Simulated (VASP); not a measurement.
# MgO (Fm-3m) in VASP: settings compared

MgO is run at these levels: r2SCAN, HSE06; tasks: single point.

Everything below comes from runs of VASP 6.6.1. Logs are shortened: lines on timing, memory, paths and dates and some standing lists are left out, and cuts for length are marked.

**1. The cell of the first run**

It takes space group Fm-3m (No. 225, cubic). The conventional cell has a = 4.254 Å, b = 4.254 Å, c = 4.254 Å, α = 90.00°, β = 90.00°, γ = 90.00°. Within 2.8 Å of Mg (site symmetry m-3m) lie 6 O at 2.13 Å. Within 2.8 Å of O (site symmetry m-3m) lie 6 Mg at 2.13 Å.

**2. Single point, r2SCAN**

Input file POSCAR:

```
MgO
1.0
    0.0000000000      2.1268086537      2.1268086537
    2.1268086537      0.0000000000      2.1268086537
    2.1268086537      2.1268086537      0.0000000000
Mg O
1 1
Direct
    0.0000000000      0.0000000000      0.0000000000
    0.5000000000      0.5000000000      0.5000000000
```

Input file INCAR.step1:

```
PREC = Accurate
ENCUT = 920
ISMEAR = 0
SIGMA = 0.02
LREAL = False
LASPH = True
NELM = 120
NBANDS = 15
GGA = PE
ALGO = Normal
EDIFF = 1E-5
LWAVE = True
LCHARG = False
GGA_COMPAT = False
```

Input file INCAR.step2:

```
PREC = Accurate
ENCUT = 920
EDIFF = 1E-6
ISMEAR = 0
SIGMA = 0.02
LREAL = False
LASPH = True
NELM = 120
ALGO = Normal
ISIF = 2
LWAVE = False
LCHARG = True
METAGGA = R2SCAN
LMIXTAU = True
LELF = True
LVHAR = True
NBANDS = 15
ISTART = 1
GGA_COMPAT = False
```

Input file KPOINTS:

```
regular mesh
0
Gamma
  10 10 10
```

Potentials or basis: VASP PAW PBE potentials, release 64 (Mg_sv, O).

Started as:

```sh
$ cat potpaw_PBE.64/Mg_sv/POTCAR potpaw_PBE.64/O/POTCAR > POTCAR
$ cp INCAR.step1 INCAR
$ mpirun -np 1 vasp_std > vasp.out
$ cp INCAR.step2 INCAR
$ mpirun -np 1 vasp_std > vasp.out
```

OUTCAR:

```text
PREC = Accurate
   ENCUT = 920
   EDIFF = 1E-6
   ISMEAR = 0
   LREAL = False
   LASPH = True
   NELM = 120
   ISIF = 2
   METAGGA = R2SCAN
   ISTART = 1

 ion  position               nearest neighbor table
   1  0.000  0.000  0.000-   2 2.13   2 2.13   2 2.13   2 2.13   2 2.13   2 2.13
   2  0.500  0.500  0.500-   1 2.13   1 2.13   1 2.13   1 2.13   1 2.13   1 2.13

  LATTYP: Found a face centered cubic cell.
 ALAT       =     4.2536173074

  Lattice vectors:

 A1 = (   0.0000000000,   2.1268086537,   2.1268086537)
 A2 = (   2.1268086537,   0.0000000000,   2.1268086537)
 A3 = (   2.1268086537,   2.1268086537,   0.0000000000)

Analysis of symmetry for initial positions (statically):
=====================================================================
 Subroutine PRICEL returns:
 Original cell was already a primitive cell.

 Routine SETGRP: Setting up the symmetry group for a
 face centered cubic supercell.

 Subroutine GETGRP returns: Found 48 space group operations
 (whereof 48 operations were pure point group operations)
 out of a pool of 48 trial point group operations.

The static configuration has the point symmetry O_h .

Analysis of symmetry for dynamics (positions and initial velocities):
=====================================================================
 Subroutine PRICEL returns:
 Original cell was already a primitive cell.

 Routine SETGRP: Setting up the symmetry group for a
 face centered cubic supercell.

 Subroutine GETGRP returns: Found 48 space group operations
 (whereof 48 operations were pure point group operations)
 out of a pool of 48 trial point group operations.

The dynamic configuration has the point symmetry O_h .

 Subroutine INISYM returns: Found 48 space group operations
 (whereof 48 operations are pure point group operations),
 and found     1 'primitive' translations

----------------------------------------------------------------------------------------

                                     Primitive cell

  volume of cell :      19.2405

  direct lattice vectors                    reciprocal lattice vectors
     0.000000000  2.126808654  2.126808654    -0.235094022  0.235094022  0.235094022
     2.126808654  0.000000000  2.126808654     0.235094022 -0.235094022  0.235094022
     2.126808654  2.126808654  0.000000000     0.235094022  0.235094022 -0.235094022

  length of vectors
     3.007761643  3.007761643  3.007761643     0.407194790  0.407194790  0.407194790

  position of ions in fractional coordinates (direct lattice)
     0.000000000  0.000000000  0.000000000
     0.500000000  0.500000000  0.500000000

  ion indices of the primitive-cell ions
   primitive index   ion index
                 1           1
                 2           2

----------------------------------------------------------------------------------------

 KPOINTS: regular mesh

Automatic generation of k-mesh.
 Grid dimensions read from file:
 generate k-points for:   10   10   10

 Generating k-lattice:

  Cartesian coordinates                     Fractional coordinates (reciprocal lattice)
    -0.023509402  0.023509402  0.023509402     0.100000000  0.000000000  0.000000000
     0.023509402 -0.023509402  0.023509402     0.000000000  0.100000000  0.000000000
     0.023509402  0.023509402 -0.023509402     0.000000000  0.000000000  0.100000000

  Length of vectors
     0.040719479  0.040719479  0.040719479

  Shift w.r.t. Gamma in fractional coordinates (k-lattice)
     0.000000000  0.000000000  0.000000000

 Subroutine IBZKPT returns following result:
 ===========================================

 Found     47 irreducible k-points:

 Following reciprocal coordinates:
            Coordinates               Weight
  0.000000  0.000000  0.000000      1.000000
  0.100000  0.000000  0.000000      8.000000
  0.200000  0.000000  0.000000      8.000000
  0.300000  0.000000  0.000000      8.000000
  0.400000  0.000000  0.000000      8.000000
  0.500000  0.000000  0.000000      4.000000
[... 16 lines left out ...]
  0.300000  0.300000  0.000000      6.000000
  0.400000  0.300000  0.000000     24.000000
 [... further k-points ...]
   k-points           NKPTS =     47   k-points in BZ     NKDIM =     47   number of bands    NBANDS=     15
   number of dos      NEDOS =    301   number of ions     NIONS =      2
   total plane-waves  NPLWV =  27000
   dimension x,y,z NGX =    30 NGY =   30 NGZ =   30
   dimension x,y,z NGXF=    60 NGYF=   60 NGZF=   60
   ions per type =               1   1
   NGX,Y,Z   is equivalent  to a cutoff of  16.58, 16.58, 16.58 a.u.
   NGXF,Y,Z  is equivalent  to a cutoff of  33.16, 33.16, 33.16 a.u.
 SYSTEM =  unknown system
   PREC   = accura    normal or accurate (medium, high low for compatibility)
   ISTART =      1    job   : 0-new  1-cont  2-samecut
   ICHARG =      0    charge: 1-file 2-atom 10-const
   ISPIN  =      1    spin polarized calculation?
   LNONCOLLINEAR =      F non collinear calculations
   LSORBIT =      F    spin-orbit coupling
   LASPH  =      T    aspherical Exc in radial PAW
   ENCUT  =  920.0 eV  67.62 Ry    8.22 a.u.   7.44  7.44  7.44*2*pi/ulx,y,z
   NELM   =    120;   NELMIN=  2; NELMDL=  0     # of ELM steps
   EDIFF  = 0.1E-05   stopping-criterion for ELM
   LREAL  =      F    real-space projection
[... 7 lines left out ...]
   TEBEG  =    0.0;   TEEND  =   0.0 temperature during run
   PSTRESS=    0.0 pullay stress
   NELECT =      16.0000    total number of electrons
   NUPDOWN=      -1.0000    fix difference up-down
   EMIN   =  10.00;   EMAX   =-10.00  energy-range for DOS
   EFERMI =   0.00;   METHOD = LEGACY
   ISMEAR =     0;   SIGMA  =   0.02  broadening in eV -4-tet -1-fermi 0-gaus
   EFERMI_NEDOS =   21; number of points for ismear=-14 and -15
   IALGO  =     38    algorithm
   IMIX   =      4    mixing-type and parameters
     AMIX     =   0.40;   BMIX     =  1.00
     AMIX_MAG =   1.60;   BMIX_MAG =  1.00
  volume/ion in A,a.u.               =       9.62        64.92
  Fermi-wavevector in a.u.,A,eV,Ry     =   1.539488  2.909211 32.246139  2.370024
  Thomas-Fermi vector in A             =   2.645709
   LORBIT       =      0    0 simple, 1 ext, 2 COOP (PROOUT), +10 PAW based schemes
   METAGGA = R2SCAN    functional components
   LHFCALC =     F    Hartree Fock is set to
   AEXX    =    0.0000 exact exchange contribution
   IVDW    =     0    specifies the selected vdW correction
   LEPSILON=     F    determine dielectric tensor
   LRPA    =     F    only Hartree local field effects (RPA)
 non-spin polarized calculation
 Gauss-broadening in eV      SIGMA  =   0.02
  energy-cutoff  :      920.00
  volume of cell :       19.24
 maximum number of plane-waves:      1243
 NGX is ok and might be reduce to    30
   NGX = 15   NGY = 15   NGZ = 15

 number of electron      15.9999993 magnetization

 Free energy of the ion-electron system (eV)
  ---------------------------------------------------
  ext. energy  EPLUGINS =         0.00000000
  ---------------------------------------------------
  free energy    TOTEN  =       -16.14627443 eV

  energy without entropy =      -16.14627443  energy(sigma->0) =      -16.14627443

 E-fermi :   2.5392     XC(G=0): -11.8790

 val. band max:        2.3027233932   @ k =   0.0000   0.0000   0.0000
 cond. band min:       7.6564290194   @ k =   0.0000   0.0000   0.0000
 fundamental gap:      5.3537056262
 Fermi energy:         2.5392285578

 k-point     1 :       0.0000    0.0000    0.0000
  band No.  band energies     occupation
      1     -72.7811      2.00000
      2     -37.8698      2.00000
      3     -37.8698      2.00000
      4     -37.8698      2.00000
      5     -15.7382      2.00000
      6       2.3027      2.00000
      7       2.3027      2.00000
      8       2.3027      2.00000
      9       7.6564      0.00000
     10      18.9896      0.00000
     11      18.9896      0.00000
     12      18.9896      0.00000
     13      23.0096      0.00000
     14      24.8142      0.00000
     15      24.8142      0.00000

 k-point     2 :       0.1000    0.0000    0.0000
  band No.  band energies     occupation
      1     -72.7804      2.00000
      2     -37.8771      2.00000
      3     -37.8705      2.00000
      4     -37.8705      2.00000
      5     -15.6372      2.00000
      6       1.6852      2.00000
      7       2.2367      2.00000
      8       2.2367      2.00000
      9       8.2699      0.00000
     10      17.7488      0.00000
     11      19.2325      0.00000
     12      19.2325      0.00000
     13      24.0832      0.00000
     14      24.0832      0.00000
     15      24.6690      0.00000

 k-point     3 :       0.2000    0.0000    0.0000
  band No.  band energies     occupation
      1     -72.7787      2.00000
      2     -37.8960      2.00000
      3     -37.8724      2.00000
      4     -37.8724      2.00000
      5     -15.3613      2.00000
      6       0.4041      2.00000
      7       2.0689      2.00000
      8       2.0689      2.00000
      9       9.4830      0.00000
     10      16.2287      0.00000
     11      19.7227      0.00000
     12      19.7227      0.00000
     13      23.3822      0.00000
     14      23.3822      0.00000
     15      25.6667      0.00000

 k-point     4 :       0.3000    0.0000    0.0000
  band No.  band energies     occupation
      1     -72.7765      2.00000
      2     -37.9192      2.00000
      3     -37.8746      2.00000
      4     -37.8746      2.00000
      5     -14.9932      2.00000
      6      -0.8853      2.00000
      7       1.8711      2.00000
      8       1.8711      2.00000
      9      10.4720      0.00000
     10      15.5288      0.00000
     11      19.8400      0.00000
     12      19.8400      0.00000
     13      23.8441      0.00000
     14      23.8441      0.00000
     15      25.0864      0.00000
[... 307 lines left out ...]
 k-point    22 :      -0.2000    0.2000    0.0000
  band No.  band energies     occupation
      1     -72.7757      2.00000
      2     -37.9150      2.00000
      3     -37.8884      2.00000
      4     -37.8739      2.00000
      5     -14.8880      2.00000
      6      -0.6957      2.00000
      7       1.0150      2.00000
      8       1.8668      2.00000
      9      11.4249      0.00000
     10      15.0773      0.00000
     11      18.3306      0.00000
     12      21.0583      0.00000
     13      21.6985      0.00000
     14      24.7314      0.00000
     15      28.2845      0.00000

 k-point    23 :       0.3000    0.3000    0.0000
  band No.  band energies     occupation
      1     -72.7750      2.00000
      2     -37.9128      2.00000
      3     -37.8860      2.00000
      4     -37.8860      2.00000
      5     -14.8180      2.00000
      6      -0.7498      2.00000
      7       1.3847      2.00000
      8       1.3847      2.00000
      9      11.8612      0.00000
     10      13.6214      0.00000
     11      17.6720      0.00000
     12      21.1963      0.00000
     13      21.1963      0.00000
     14      27.5086      0.00000
     15      30.7335      0.00000

 k-point    24 :       0.4000    0.3000    0.0000
  band No.  band energies     occupation
      1     -72.7736      2.00000
      2     -37.9219      2.00000
      3     -37.8907      2.00000
      4     -37.8886      2.00000
      5     -14.5958      2.00000
      6      -1.1613      2.00000
      7       1.0337      2.00000
      8       1.2391      2.00000
      9      12.6406      0.00000
     10      13.3464      0.00000
     11      16.8269      0.00000
     12      21.4546      0.00000
     13      21.6651      0.00000
     14      28.2755      0.00000
     15      30.2513      0.00000

 [... further k-points ...]

------------------------ aborting loop because EDIFF is reached ----------------------------------------

  FORCE on cell =-STRESS in cart. coord.  units (eV):
  Direction    XX          YY          ZZ          XY          YZ          ZX
  --------------------------------------------------------------------------------------
  -------------------------------------------------------------------------------------
  Total       -0.5850132     -0.5850132     -0.5850132      0.0000000      0.0000000      0.0000000
  in kB      -48.7148080    -48.7148080    -48.7148080      0.0000000      0.0000000      0.0000000
  external PRESSURE =     -48.7148080 kB  Pullay stress =       0.0000000 kB

 VOLUME and BASIS-vectors are now :
 -----------------------------------------------------------------------------
  energy-cutoff  :      920.00
  volume of cell :       19.24
      direct lattice vectors                 reciprocal lattice vectors
     0.000000000  2.126808654  2.126808654    -0.235094022  0.235094022  0.235094022
     2.126808654  0.000000000  2.126808654     0.235094022 -0.235094022  0.235094022
     2.126808654  2.126808654  0.000000000     0.235094022  0.235094022 -0.235094022

 POSITION                                       TOTAL-FORCE (eV/Angst)
 -----------------------------------------------------------------------------------
      0.00000      0.00000      0.00000         0.000000     -0.000000     -0.000000
      2.12681      2.12681      2.12681        -0.000000      0.000000      0.000000
 -----------------------------------------------------------------------------------
    total drift:                                0.000000      0.000000      0.000000

  FREE ENERGIE OF THE ION-ELECTRON SYSTEM (eV)
  ---------------------------------------------------
  free  energy   TOTEN  =       -16.1462744312 eV

  energy  without entropy=      -16.1462744312  energy(sigma->0) =      -16.14627443
```

Run time: 2.1 min. Hardware: 1 thread of AMD EPYC 9R14 (Zen 4), shared host; peak memory 0.15 GiB.

What came out:

```
Free energy            : -16.1463 eV
Pressure               : -4.9 GPa
Band gap on the k mesh : 5.35 eV
```

Caveat: the cell stands under tension; the PAW data sets were made with another functional, which shifts forces and pressure a little.

**3. Single point, HSE06**

POSCAR is that of step 2.

Input file INCAR.step1:

```
  PREC = Accurate
  ENCUT = 520
  EDIFF = 1E-5
  ISMEAR = 0
  SIGMA = 0.02
  LREAL = False
  LASPH = True
  NELM = 60
  ALGO = Normal
  ISIF = 2
  LWAVE = True
  GGA = PE
  NBANDS = 11
```

Input file INCAR.step2:

```
  PREC = Accurate
  ENCUT = 520
  EDIFF = 1E-6
  ISMEAR = 0
  SIGMA = 0.02
  LREAL = False
  LASPH = True
  NELM = 60
  ALGO = Normal
  ISIF = 2
  LWAVE = False
  LCHARG = True
  GGA = PE
  LHFCALC = True
  HFSCREEN = 0.2079
  PRECFOCK = Normal
  LELF = True
  LVHAR = True
  ISTART = 1
  NBANDS = 11
```

Input file KPOINTS:

```
regular mesh
0
Gamma
  8 8 8
```

Potentials or basis: VASP PAW PBE potentials, release 64 (Mg, O).

Started as:

```sh
$ cat potpaw_PBE.64/Mg/POTCAR potpaw_PBE.64/O/POTCAR > POTCAR
$ cp INCAR.step1 INCAR
$ mpirun -np 1 vasp_std > vasp.out
$ cp INCAR.step2 INCAR
$ mpirun -np 1 vasp_std > vasp.out
```

Wall time 42 min (1 thread of Intel Xeon Platinum 8259CL at 2.50GHz (Skylake/Cascade Lake), shared host); peak memory 0.26 GiB.

The run converged. Its results:

| Property | Result |
| --- | --- |
| Free energy | -14.1968 eV |
| Pressure | -6.1 GPa |
| Band gap on the k mesh | 6.13 eV |

Levels at points of the mesh, in eV from the valence-band top:
```tsv
k point	band 1	band 2	band 3	band 4	band 5	band 6	band 7	band 8	band 9
(0.00, 0.00, 0.00)	-18.67	0.00	0.00	0.00	6.13	17.56	17.56	17.56	21.41
(0.50, 0.00, 0.00)	-17.40	-4.79	-0.68	-0.68	9.46	14.50	17.99	17.99	22.56
(0.50, 0.50, 0.00)	-17.14	-4.26	-1.43	-1.43	10.80	11.50	15.02	20.89	20.89
```

Caveat: the cell stands under tension; the PAW data sets were made with another functional, which shifts forces and pressure a little.
